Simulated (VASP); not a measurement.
# Cu (Fd-3m) in VASP: further runs

Cu is run at these levels: PBE; tasks: relaxation of cell and atoms.

Everything below comes from runs of VASP 6.6.1. Logs are shortened: lines on timing, memory, paths and dates and some standing lists are left out, and cuts for length are marked.

## 1. The cell of the first run

Symmetry: Fd-3m, No. 227, cubic system. Conventional cell: a = 4.997 Å, b = 4.997 Å, c = 4.997 Å, α = 90.00°, β = 90.00°, γ = 90.00°. Within 2.9 Å of Cu (site symmetry -43m) lie 4 Cu at 2.16 Å.

This isn't the form of Cu at room conditions, which is fcc.

## 2. Relaxation of cell and atoms, PBE, target pressure -3.7 GPa, at which the enthalpy is minimised

The input, INCAR:

```
SYSTEM = Cu
ALGO = Normal ; EDIFF = 1E-6
EDIFFG = -0.005 ; ENCUT = 600
GGA = PE ; IBRION = 2
ISIF = 3 ; ISMEAR = -1
LASPH = .True. ; LCHARG = .False.
LREAL = .False. ; LWAVE = .False.
NELM = 60 ; NSW = 60
PREC = Accurate ; PSTRESS = -37.0
SIGMA = 0.05
```

The input, KPOINTS:

```
k-points
0
Gamma
  13 13 13
  0 0 0
```

The input, POSCAR:

```
Cu
1.0
    0.0000000000      2.4984494384      2.4984494384
    2.4984494384      0.0000000000      2.4984494384
    2.4984494384      2.4984494384      0.0000000000
Cu
2
Direct
   -0.1250000000     -0.1250000000     -0.1250000000
    0.1250000000      0.1250000000      0.1250000000
```

Potentials or basis: VASP PAW PBE potentials, release 64 (Cu).

Run with:

```bash
> cat potpaw_PBE.64/Cu/POTCAR > POTCAR
> mpirun -np 1 vasp_std > vasp.out
```

OUTCAR:

```text
SYSTEM = Cu
   EDIFF = 1E-6
   EDIFFG = -0.005
   ENCUT = 600
   GGA = PE
   IBRION = 2
   ISIF = 3
   ISMEAR = -1
   LASPH = .True.
   LREAL = .False.
   NELM = 60
   NSW = 60
   PREC = Accurate
   PSTRESS = -37.0

 ion  position               nearest neighbor table
   1  0.875  0.875  0.875-   2 2.16   2 2.16   2 2.16   2 2.16
   2  0.125  0.125  0.125-   1 2.16   1 2.16   1 2.16   1 2.16

  LATTYP: Found a face centered cubic cell.
 ALAT       =     4.9968988768

  Lattice vectors:

 A1 = (   0.0000000000,   2.4984494384,   2.4984494384)
 A2 = (   2.4984494384,   0.0000000000,   2.4984494384)
 A3 = (   2.4984494384,   2.4984494384,   0.0000000000)

Analysis of symmetry for initial positions (statically):
=====================================================================
 Subroutine PRICEL returns:
 Original cell was already a primitive cell.

 Routine SETGRP: Setting up the symmetry group for a
 face centered cubic supercell.

 Subroutine GETGRP returns: Found 48 space group operations
 (whereof 12 operations were pure point group operations)
 out of a pool of 48 trial point group operations.

The static configuration has the point symmetry D_3d.
 The point group associated with its full space group is O_h .

Analysis of symmetry for dynamics (positions and initial velocities):
=====================================================================
 Subroutine PRICEL returns:
 Original cell was already a primitive cell.

 Routine SETGRP: Setting up the symmetry group for a
 face centered cubic supercell.

 Subroutine GETGRP returns: Found 48 space group operations
 (whereof 12 operations were pure point group operations)
 out of a pool of 48 trial point group operations.

The dynamic configuration has the point symmetry D_3d.
 The point group associated with its full space group is O_h .

 Subroutine INISYM returns: Found 48 space group operations
 (whereof 12 operations are pure point group operations),
 and found     1 'primitive' translations

----------------------------------------------------------------------------------------

                                     Primitive cell

  volume of cell :      31.1919

  direct lattice vectors                    reciprocal lattice vectors
     0.000000000  2.498449438  2.498449438    -0.200124122  0.200124122  0.200124122
     2.498449438  0.000000000  2.498449438     0.200124122 -0.200124122  0.200124122
     2.498449438  2.498449438  0.000000000     0.200124122  0.200124122 -0.200124122

  length of vectors
     3.533341081  3.533341081  3.533341081     0.346625147  0.346625147  0.346625147

  position of ions in fractional coordinates (direct lattice)
     0.875000000  0.875000000  0.875000000
     0.125000000  0.125000000  0.125000000

  ion indices of the primitive-cell ions
   primitive index   ion index
                 1           1
                 2           2

----------------------------------------------------------------------------------------

 KPOINTS: k-points

Automatic generation of k-mesh.
 Grid dimensions read from file:
 generate k-points for:   13   13   13

 Generating k-lattice:

  Cartesian coordinates                     Fractional coordinates (reciprocal lattice)
    -0.015394163  0.015394163  0.015394163     0.076923077  0.000000000  0.000000000
     0.015394163 -0.015394163  0.015394163     0.000000000  0.076923077  0.000000000
     0.015394163  0.015394163 -0.015394163     0.000000000  0.000000000  0.076923077

  Length of vectors
     0.026663473  0.026663473  0.026663473

  Shift w.r.t. Gamma in fractional coordinates (k-lattice)
     0.000000000  0.000000000  0.000000000

 Subroutine IBZKPT returns following result:
 ===========================================

 Found     84 irreducible k-points:

 Following reciprocal coordinates:
            Coordinates               Weight
  0.000000  0.000000  0.000000      1.000000
  0.076923  0.000000  0.000000      8.000000
  0.153846  0.000000  0.000000      8.000000
  0.230769  0.000000  0.000000      8.000000
  0.307692  0.000000  0.000000      8.000000
  0.384615  0.000000  0.000000      8.000000
[... 16 lines left out ...]
  0.384615  0.153846  0.000000     24.000000
  0.461538  0.153846  0.000000     24.000000
 [... further k-points ...]
   k-points           NKPTS =     84   k-points in BZ     NKDIM =     84   number of bands    NBANDS=     15
   number of dos      NEDOS =    301   number of ions     NIONS =      2
   total plane-waves  NPLWV =  21952
   dimension x,y,z NGX =    28 NGY =   28 NGZ =   28
   dimension x,y,z NGXF=    56 NGYF=   56 NGZF=   56
   ions per type =               2
   NGX,Y,Z   is equivalent  to a cutoff of  13.17, 13.17, 13.17 a.u.
   NGXF,Y,Z  is equivalent  to a cutoff of  26.35, 26.35, 26.35 a.u.
 SYSTEM =  Cu
   PREC   = accura    normal or accurate (medium, high low for compatibility)
   ISTART =      0    job   : 0-new  1-cont  2-samecut
   ICHARG =      2    charge: 1-file 2-atom 10-const
   ISPIN  =      1    spin polarized calculation?
   LNONCOLLINEAR =      F non collinear calculations
   LSORBIT =      F    spin-orbit coupling
   LASPH  =      T    aspherical Exc in radial PAW
   ENCUT  =  600.0 eV  44.10 Ry    6.64 a.u.   7.06  7.06  7.06*2*pi/ulx,y,z
   NELM   =     60;   NELMIN=  2; NELMDL= -5     # of ELM steps
   EDIFF  = 0.1E-05   stopping-criterion for ELM
   LREAL  =      F    real-space projection
   EDIFFG = -.5E-02   stopping-criterion for IOM
   NSW    =     60    number of steps for IOM
   IBRION =      2    ionic relax: 0-MD 1-quasi-New 2-CG
   NFREE  =      1    steps in history (QN), initial steepest desc. (CG)
   ISIF   =      3    stress and relaxation
   ISYM   =      2    0-nonsym 1-usesym 2-fastsym
   POTIM  = 0.5000    time-step for ionic-motion
   TEBEG  =    0.0;   TEEND  =   0.0 temperature during run
   PSTRESS=  -37.0 pullay stress
   NELECT =      22.0000    total number of electrons
   NUPDOWN=      -1.0000    fix difference up-down
   EMIN   =  10.00;   EMAX   =-10.00  energy-range for DOS
   EFERMI =   0.00;   METHOD = LEGACY
   ISMEAR =    -1;   SIGMA  =   0.05  broadening in eV -4-tet -1-fermi 0-gaus
   EFERMI_NEDOS =   21; number of points for ismear=-14 and -15
   IALGO  =     38    algorithm
   IMIX   =      4    mixing-type and parameters
     AMIX     =   0.40;   BMIX     =  1.00
     AMIX_MAG =   1.60;   BMIX_MAG =  1.00
  volume/ion in A,a.u.               =      15.60       105.25
  Fermi-wavevector in a.u.,A,eV,Ry     =   1.457254  2.753810 28.893173  2.123588
  Thomas-Fermi vector in A             =   2.574077
   LORBIT       =      0    0 simple, 1 ext, 2 COOP (PROOUT), +10 PAW based schemes
   GGA     = PE    functional components
   LHFCALC =     F    Hartree Fock is set to
   AEXX    =    0.0000 exact exchange contribution
   IVDW    =     0    specifies the selected vdW correction
   LEPSILON=     F    determine dielectric tensor
   LRPA    =     F    only Hartree local field effects (RPA)
 conjugate gradient relaxation of ions
 non-spin polarized calculation
  energy-cutoff  :      600.00
  volume of cell :       31.19
 maximum number of plane-waves:      1056
   NGX = 15   NGY = 15   NGZ = 15

--------------------------------------- Ionic step        1  -------------------------------------------

 number of electron      22.0000027 magnetization

 Free energy of the ion-electron system (eV)
  ---------------------------------------------------
  ext. energy  EPLUGINS =         0.00000000
  ---------------------------------------------------
  free energy    TOTEN  =        -5.04547536 eV

  energy without entropy =       -5.03775558  energy(sigma->0) =       -5.04161547

 E-fermi :   4.5743     XC(G=0): -10.9059

 val. band max:        4.5675671194   @ k =  -0.4615   0.1538   0.0769
 cond. band min:       4.5762958540   @ k =  -0.3077   0.3846   0.1538
 fundamental gap:      0.0087287346
 Fermi energy:         4.5742853821

 k-point     1 :       0.0000    0.0000    0.0000
  band No.  band energies     occupation
      1      -2.8409      2.00000
      2       0.8805      2.00000
      3       0.8805      2.00000
      4       0.9019      2.00000
      5       0.9019      2.00000
      6       0.9019      2.00000
      7       2.3201      2.00000
      8       2.3201      2.00000
      9       2.3201      2.00000
     10       3.2175      2.00000
     11       3.2175      2.00000
     12      15.8909      0.00000
     13      15.8909      0.00000
     14      15.8909      0.00000
     15      16.5649      0.00000
[... 519 lines left out ...]
  FREE ENERGIE OF THE ION-ELECTRON SYSTEM (eV)
  ---------------------------------------------------
  free  energy   TOTEN  =        -5.3678010815 eV

  energy  without entropy=       -5.3614221491  energy(sigma->0) =       -5.36461162

  enthalpy is  TOTEN    =        -6.3297772899 eV   P V=       -0.9619762083

--------------------------------------- Ionic step        4  -------------------------------------------

 number of electron      21.9999989 magnetization

 Free energy of the ion-electron system (eV)
  ---------------------------------------------------
  ext. energy  EPLUGINS =         0.00000000
  ---------------------------------------------------
  free energy    TOTEN  =        -5.36260779 eV

  energy without entropy =       -5.35622032  energy(sigma->0) =       -5.35941405

 E-fermi :   2.0887     XC(G=0):  -9.4374

 val. band max:        2.0634325365   @ k =  -0.3846   0.3846   0.0769
 cond. band min:       2.2564148406   @ k =  -0.3077   0.4615   0.2308
 fundamental gap:      0.1929823040
 Fermi energy:         2.0886657175

 k-point     1 :       0.0000    0.0000    0.0000
  band No.  band energies     occupation
      1      -3.6852      2.00000
      2      -0.5553      2.00000
      3      -0.5553      2.00000
      4      -0.5553      2.00000
      5      -0.5262      2.00000
      6      -0.5262      2.00000
      7       0.4131      2.00000
      8       0.4131      2.00000
      9       0.4131      2.00000
     10       0.9627      2.00000
     11       0.9627      2.00000
     12      11.2599      0.00000
     13      11.2599      0.00000
     14      11.2599      0.00000
     15      12.2413      0.00000
[... 436 lines left out ...]
 POSITION                                       TOTAL-FORCE (eV/Angst)
 -----------------------------------------------------------------------------------
      4.82374      4.82374      4.82374        -0.000000     -0.000000     -0.000000
      0.68911      0.68911      0.68911         0.000000      0.000000      0.000000
 -----------------------------------------------------------------------------------
    total drift:                                0.000000      0.000000     -0.000000

  FREE ENERGIE OF THE ION-ELECTRON SYSTEM (eV)
  ---------------------------------------------------
  free  energy   TOTEN  =        -5.3626077871 eV

  energy  without entropy=       -5.3562203217  energy(sigma->0) =       -5.35941405

  enthalpy is  TOTEN    =        -6.3298994023 eV   P V=       -0.9672916152

 reached required accuracy - stopping structural energy minimisation
```

Wall time 1.8 min (1 thread of Intel Xeon Platinum 8488C (Sapphire Rapids), shared host); peak memory 0.18 GiB.

Results:

- Free energy: -5.3626 eV
- Relaxed volume: 20.94 Å³/atom
- Relaxed cell: a = 3.898 Å, b = 3.898 Å, c = 3.898 Å, α = 60.00°, β = 60.00°, γ = 60.00°
- Space group after relaxing (to 0.1 Å): Fd-3m (No. 227)
- Energy change on relaxing (the run minimises the enthalpy): -158.6 meV/atom
- Ionic steps: 4
- Pressure after relaxing: -3.7 GPa
- Band gap on the k mesh: zero (bands 11 and 12 overlap by 0.69 eV)

The path:
```tsv
step	energy change (eV)	largest force (eV/Å)	pressure (GPa)	volume (Å³)
1	0.0000	0.0000	19.00	31.19
2	-0.3079	0.0000	-4.14	42.27
3	-0.3223	0.0000	-3.47	41.66
4	-0.3171	0.0000	-3.72	41.89
```

Final structure:
```
Cu
1.0
     0.00000    2.75642    2.75642
     2.75642    0.00000    2.75642
     2.75642    2.75642    0.00000
Cu
2
Direct
  0.87500 0.87500 0.87500
  0.12500 0.12500 0.12500
```

Caveat: the cell is relaxed towards a set pressure, so the run minimises the enthalpy, not the energy; the volume moved by over 15 % at a fixed basis, so the end points are rough.

## 3. Relaxation of cell and atoms, PBE, target pressure -3.7 GPa, at which the enthalpy is minimised

This run uses another cell than the first one, of 20.85 Å³/atom.

The input, INCAR:

```
SYSTEM = Cu
PREC = Accurate
ENCUT = 600
EDIFF = 1E-6
ISMEAR = -1
SIGMA = 0.05
LREAL = .FALSE.
LASPH = .TRUE.
NELM = 80
ALGO = Normal
ISIF = 3
LWAVE = .FALSE.
LCHARG = .FALSE.
GGA = PE
IBRION = 2
NSW = 32
EDIFFG = -0.005
PSTRESS = -37.0
```

The input, KPOINTS:

```
Automatic mesh
0
G
  13 13 13
  0 0 0
```

The input, POSCAR:

```
Cu
1.0
    0.0000000000      2.7525556050      2.7525556050
    2.7525556050      0.0000000000      2.7525556050
    2.7525556050      2.7525556050      0.0000000000
Cu
2
Direct
   -0.1250000000     -0.1250000000     -0.1250000000
    0.1250000000      0.1250000000      0.1250000000
```

Potentials or basis: VASP PAW PBE potentials, release 64 (Cu).

Run with:

```bash
> cat potpaw_PBE.64/Cu/POTCAR > POTCAR
> mpirun -np 1 vasp_std > vasp.out
```

OUTCAR:

```text
SYSTEM = Cu
   PREC = Accurate
   ENCUT = 600
   EDIFF = 1E-6
   ISMEAR = -1
   LREAL = .FALSE.
   LASPH = .TRUE.
   NELM = 80
   ISIF = 3
   GGA = PE
   IBRION = 2
   NSW = 32
   EDIFFG = -0.005
   PSTRESS = -37.0

 ion  position               nearest neighbor table
   1  0.875  0.875  0.875-   2 2.38   2 2.38   2 2.38   2 2.38
   2  0.125  0.125  0.125-   1 2.38   1 2.38   1 2.38   1 2.38

  LATTYP: Found a face centered cubic cell.
 ALAT       =     5.5051112100
[... 625 lines left out ...]

  FORCE on cell =-STRESS in cart. coord.  units (eV):
  Direction    XX          YY          ZZ          XY          YZ          ZX
  --------------------------------------------------------------------------------------
  -------------------------------------------------------------------------------------
  Total       -0.9532481     -0.9532481     -0.9532481     -0.0000000      0.0000000      0.0000000
  in kB      -36.6166186    -36.6166186    -36.6166186     -0.0000000      0.0000000      0.0000000
  external PRESSURE =       0.3833814 kB  Pullay stress =     -37.0000000 kB

 VOLUME and BASIS-vectors are now :
 -----------------------------------------------------------------------------
  energy-cutoff  :      600.00
  volume of cell :       41.71
      direct lattice vectors                 reciprocal lattice vectors
     0.000000000  2.752555605  2.752555605    -0.181649373  0.181649373  0.181649373
     2.752555605  0.000000000  2.752555605     0.181649373 -0.181649373  0.181649373
     2.752555605  2.752555605  0.000000000     0.181649373  0.181649373 -0.181649373

 POSITION                                       TOTAL-FORCE (eV/Angst)
 -----------------------------------------------------------------------------------
      4.81697      4.81697      4.81697         0.000000      0.000000      0.000000
      0.68814      0.68814      0.68814        -0.000000     -0.000000     -0.000000
 -----------------------------------------------------------------------------------
    total drift:                                0.000000      0.000000     -0.000000

  FREE ENERGIE OF THE ION-ELECTRON SYSTEM (eV)
  ---------------------------------------------------
  free  energy   TOTEN  =        -5.3696090830 eV

  energy  without entropy=       -5.3632269980  energy(sigma->0) =       -5.36641804

  enthalpy is  TOTEN    =        -6.3328378411 eV   P V=       -0.9632287581

 reached required accuracy - stopping structural energy minimisation
```

OSZICAR:

```text
N       E                     dE             d eps       ncg     rms          rms(c)
DAV:   1     0.135373097049E+03    0.13537E+03   -0.11206E+04  2528   0.238E+03
DAV:   2    -0.175273594560E+01   -0.13713E+03   -0.13115E+03  2520   0.316E+02
DAV:   3    -0.640137279089E+01   -0.46486E+01   -0.44777E+01  3031   0.954E+01
DAV:   4    -0.645009620541E+01   -0.48723E-01   -0.48706E-01  2934   0.948E+00
DAV:   5    -0.645098117151E+01   -0.88497E-03   -0.88496E-03  3314   0.109E+00    0.929E+00
DAV:   6    -0.643585848550E+01    0.15123E-01   -0.18414E+01  2954   0.106E+02    0.683E+00
DAV:   7    -0.537549490550E+01    0.10604E+01   -0.43462E+00  2919   0.510E+01    0.442E-01
DAV:   8    -0.538035313268E+01   -0.48582E-02   -0.15883E-01  3589   0.789E+00    0.907E-01
DAV:   9    -0.537011516847E+01    0.10238E-01   -0.68640E-02  3196   0.601E+00    0.186E-01
DAV:  10    -0.536968046615E+01    0.43470E-03   -0.15681E-03  3642   0.842E-01    0.661E-02
DAV:  11    -0.536960931140E+01    0.71155E-04   -0.25325E-04  3525   0.332E-01    0.371E-03
DAV:  12    -0.536960908301E+01    0.22839E-06   -0.76564E-06  3527   0.395E-02
   1 F= -.63328378E+01 E0= -.63296468E+01  d E =-.633284E+01
```

It took 36 s on 1 thread of Intel Xeon Platinum 8488C (Sapphire Rapids), shared host; peak memory 0.19 GiB.

Results:

- Free energy: -5.3696 eV
- Pressure after relaxing: -3.7 GPa
- Band gap on the k mesh: zero (bands 11 and 12 overlap by 0.70 eV)

Final structure:
```yaml
crystal:
  lattice:
    - [0.00000, 2.75256, 2.75256]
    - [2.75256, 0.00000, 2.75256]
    - [2.75256, 2.75256, 0.00000]
  atoms:
    - { symbol: Cu, position: [0.87500, 0.87500, 0.87500] }
    - { symbol: Cu, position: [0.12500, 0.12500, 0.12500] }
```

Caveat: the relaxation stopped at its first step, so nothing moved; the cell is relaxed towards a set pressure, so the run minimises the enthalpy, not the energy.
